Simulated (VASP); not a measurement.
A run of VASP 6.6.1 is set up as follows.

POSCAR

```
BaTiO3
1.0
    4.4833050072      0.0000000000      0.0000000000
    0.0000000000      4.4833050072      0.0000000000
    0.0000000000      0.0000000000      3.1698031617
Ba Ti O
1 1 3
Direct
    0.0000000000      0.0000000000      0.0000000000
    0.5000000000      0.5000000000      0.5000000000
    0.5000000000      0.5000000000      0.0000000000
    0.5000000000      0.0000000000      0.5000000000
    0.0000000000      0.5000000000      0.5000000000
```

The input INCAR.step1:

```
ALGO = Normal
EDIFF = 1E-4
ENCUT = 520
GGA = PE
ISMEAR = 0
LASPH = T
LCHARG = F
LREAL = F
LWAVE = T
NBANDS = 28
NELM = 100
PREC = Accurate
SIGMA = 0.05
```

The input INCAR.step2:

```
ALGO = Normal
EDIFF = 1E-6
ENCUT = 520
ISIF = 2
ISMEAR = 0
ISTART = 1
LASPH = T
LCHARG = T
LELF = T
LMIXTAU = T
LREAL = F
LVHAR = T
LWAVE = F
METAGGA = R2SCAN
NBANDS = 28
NELM = 100
PREC = Accurate
SIGMA = 0.05
```

File KPOINTS:

```
k-points
0
Gamma
  8 8 8
```

Potentials or basis: VASP PAW PBE potentials, release 64 (Ba_sv, Ti_sv, O).

Run with:

```bash
$ cat potpaw_PBE.64/Ba_sv/POTCAR potpaw_PBE.64/Ti_sv/POTCAR potpaw_PBE.64/O/POTCAR > POTCAR
$ cp INCAR.step1 INCAR
$ mpirun -np 1 vasp_std > vasp.out
$ cp INCAR.step2 INCAR
$ mpirun -np 1 vasp_std > vasp.out
```

**Question.** What does it give for the pressure?

**Answer.** 35.8 GPa.

**Question.** What does it give for the band gap on the k mesh?

**Answer.** 1.17 eV.

Stress tensor (GPa, compression positive):
```
-13.79   0.00   0.00
  0.00 -13.79   0.00
  0.00   0.00 134.85
```

Caveat: the stress differs along the axes, from -14 to 135 GPa; the PAW data sets were made with another functional, which shifts forces and pressure a little; spin-orbit coupling is left out, which moves the levels of the heavy elements. A k mesh can miss the band edges.
